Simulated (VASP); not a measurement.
# ZnO (P6_3mc) in VASP: a series of runs, part 2 of 2

VASP 6.6.1. The steps go on from the part before.

**4. Single point, RPBE+D3(BJ)**

This run uses another cell than the first one, of 11.42 Å³/atom.

INCAR

```
SYSTEM = ZnO
ALGO     = Normal         ! electronic algorithm
EDIFF    = 1E-6           ! SCF threshold, eV
ENCUT    = 1340           ! plane-wave cutoff, eV
GGA      = RP             ! functional
GGA_COMPAT= .FALSE.      
ISIF     = 2              ! what is computed and relaxed
ISMEAR   = -1             ! smearing method
IVDW     = 12             ! dispersion correction
LASPH    = .TRUE.         ! aspherical terms in the spheres
LCHARG   = .FALSE.        ! write CHGCAR
LREAL    = .FALSE.        ! projectors in reciprocal space
LWAVE    = .FALSE.        ! write WAVECAR
NBANDS   = 26             ! bands
NELM     = 120            ! most SCF steps
PREC     = Accurate       ! precision mode
SIGMA    = 0.05           ! smearing width, eV
```

KPOINTS

```
k-points
0
G
  9 9 5
  0 0 0
```

POSCAR

```
ZnO
1.0
    3.2079207526      0.0000000000      0.0000000000
   -1.6039603763      2.7781408651      0.0000000000
    0.0000000000      0.0000000000      5.1262677651
Zn O
2 2
Direct
    0.6666666667      0.3333333333     -0.0016511463
    0.3333333333      0.6666666667      0.4983488537
    0.3333333333      0.6666666667      0.8806611463
    0.6666666667      0.3333333333      0.3806611463
```

Potentials or basis: VASP PAW PBE potentials, release 64 (Zn, O_h).

On the command line:

```bash
$ cat potpaw_PBE.64/Zn/POTCAR potpaw_PBE.64/O_h/POTCAR > POTCAR
$ mpirun -np 1 vasp_std > vasp.out
```

OUTCAR:

```text
SYSTEM = ZnO
   EDIFF = 1E-6
   ENCUT = 1340
   GGA = RP
   ISIF = 2
   ISMEAR = -1
   IVDW = 12
   LASPH = .TRUE.
   LREAL = .FALSE.
   NELM = 120
   PREC = Accurate
 IVDW          = 12

 ion  position               nearest neighbor table
   1  0.667  0.333  0.998-   3 1.95   3 1.95   3 1.95   4 1.96
   2  0.333  0.667  0.498-   4 1.95   4 1.95   4 1.95   3 1.96
   3  0.333  0.667  0.881-   1 1.95   1 1.95   1 1.95   2 1.96
   4  0.667  0.333  0.381-   2 1.95   2 1.95   2 1.95   1 1.96

  LATTYP: Found a hexagonal cell.
 ALAT       =     3.2079207526
[... 900 lines left out ...]
  Direction    XX          YY          ZZ          XY          YZ          ZX
  --------------------------------------------------------------------------------------
  -------------------------------------------------------------------------------------
  Total       0.33019     0.33019     0.33061     0.00000     0.00000     0.00000
  in kB      11.57968    11.57968    11.59421     0.00000     0.00000     0.00000
  external pressure =       11.58 kB  Pullay stress =        0.00 kB

 VOLUME and BASIS-vectors are now :
 -----------------------------------------------------------------------------
  energy-cutoff  :     1340.00
  volume of cell :       45.69
      direct lattice vectors                 reciprocal lattice vectors
     3.207920753  0.000000000  0.000000000     0.311728399  0.179976475  0.000000000
    -1.603960376  2.778140865  0.000000000     0.000000000  0.359952950  0.000000000
     0.000000000  0.000000000  5.126267765     0.000000000  0.000000000  0.195073696

 POSITION                                       TOTAL-FORCE (eV/Angst)
 -----------------------------------------------------------------------------------
      1.60396      0.92605      5.11780         0.000000     -0.000000     -0.001572
     -0.00000      1.85209      2.55467        -0.000000     -0.000000     -0.001572
     -0.00000      1.85209      4.51450         0.000000     -0.000000      0.001572
      1.60396      0.92605      1.95137        -0.000000      0.000000      0.001572
 -----------------------------------------------------------------------------------
    total drift:                               -0.000000     -0.000000     -0.000239

  FREE ENERGIE OF THE ION-ELECTRON SYSTEM (eV)
  ---------------------------------------------------
  free  energy   TOTEN  =       -19.6437970595 eV

  energy  without entropy=      -19.6437961066  energy(sigma->0) =      -19.64379658
```

OSZICAR:

```text
N       E                     dE             d eps       ncg     rms          rms(c)
DAV:   1     0.453070118355E+03    0.45307E+03   -0.31718E+04  1896   0.387E+03
DAV:   2     0.590617271584E+02   -0.39401E+03   -0.37099E+03  1952   0.677E+02
DAV:   3    -0.149928071964E+02   -0.74055E+02   -0.71420E+02  2144   0.219E+02
DAV:   4    -0.192983354979E+02   -0.43055E+01   -0.42601E+01  2058   0.579E+01
DAV:   5    -0.193438532943E+02   -0.45518E-01   -0.45485E-01  2110   0.598E+00    0.160E+01
DAV:   6    -0.158653957455E+02    0.34785E+01   -0.57753E+00  3078   0.585E+01    0.968E+00
DAV:   7    -0.161365182014E+02   -0.27112E+00   -0.33567E+00  2020   0.168E+01    0.584E+00
DAV:   8    -0.161499717421E+02   -0.13454E-01   -0.49975E-01  2796   0.772E+00    0.186E+00
DAV:   9    -0.161013533730E+02    0.48618E-01   -0.10745E-01  2716   0.605E+00    0.403E-01
DAV:  10    -0.161039949065E+02   -0.26415E-02   -0.45684E-02  1914   0.168E+00    0.148E-01
DAV:  11    -0.161044660868E+02   -0.47118E-03   -0.14505E-03  2090   0.520E-01    0.346E-02
DAV:  12    -0.161044966200E+02   -0.30533E-04   -0.28662E-04  2232   0.431E-01    0.266E-02
DAV:  13    -0.161045199848E+02   -0.23365E-04   -0.54091E-05  2118   0.135E-01    0.282E-02
DAV:  14    -0.161045131343E+02    0.68505E-05   -0.28230E-05  2310   0.645E-02    0.327E-03
DAV:  15    -0.161045136030E+02   -0.46877E-06   -0.71995E-06  1932   0.252E-02
   1 F= -.19643797E+02 E0= -.19643797E+02  d E =-.952912E-06
```

It took 2.8 min on 1 thread of Intel Xeon Platinum 8259CL at 2.50GHz (Skylake/Cascade Lake), shared host; peak memory 0.4 GiB.

What came out:

```
Free energy                : -19.6438 eV
Pressure                   : 1.2 GPa
Band gap on the k mesh     : 0.94 eV
Dispersion energy per atom : -0.885 eV
```

Levels at points of the mesh, in eV from the valence-band top:
```csv
k point,band 15,band 16,band 17,band 18,band 19,band 20,band 21,band 22
"(0.00, 0.00, 0.00)",-0.83,-0.11,0.00,0.00,0.94,5.44,8.52,13.13
```

Caveat: the PAW data sets were made with another functional, which shifts forces and pressure a little. RPBE gaps usually lie below the measured ones, often by a third to a half.

**5. Overview**

| level | cell | smearing | gap on the mesh (eV) | pressure (GPa) | largest force (eV/Å) |
| --- | --- | --- | --- | --- | --- |
| PBE | a = 3.249, b = 3.249, c = 5.206 Å, angles 90.0, 90.0, 120.0°, 4 atoms, atomic positions A | gaussian 0.1 eV | 0.79 | 5.8 | 0.07 |
| PBEsol | a = 3.249, b = 3.249, c = 5.206 Å, angles 90.0, 90.0, 120.0°, 4 atoms, atomic positions A | gaussian 0.1 eV | 0.69 | -0.6 | 0.06 |
| RPBE+D3(BJ) | a = 3.208, b = 3.208, c = 5.126 Å, angles 90.0, 90.0, 120.0°, 4 atoms, atomic positions B | fermi-dirac 0.05 eV | 0.94 | 1.2 | - |

Alike in all rows: task single point; potentials or basis VASP PAW PBE potentials, release 64 (Zn, O_h); no spin polarisation; k mesh 9 × 9 × 5; cutoff (eV) 1340.

Caveats: semilocal functionals underestimate gaps, and a narrow one can read as zero (at least some runs); the PAW data sets were made with another functional, which shifts forces and pressure a little (at least some runs); the cell stands under pressure (at least some runs).

Total energies depend on the potentials used, so only differences within one code and one set of settings carry meaning.

**6. Comparison with measurements**

Step 3. Measured gap of ZnO: 3.37 eV (quoted in “Electronic structure of alkaline earth and post-transition metal oxides”, 2009, arxiv:0908.1581). This calculation gives 0.69 eV (-2.68 eV). So large a miss can be the level of theory's own, or it may mean another phase, state or a wrong row. The value is that of PBEsol, without temperature or zero-point motion. Semilocal functionals fall short of measured gaps as a rule.
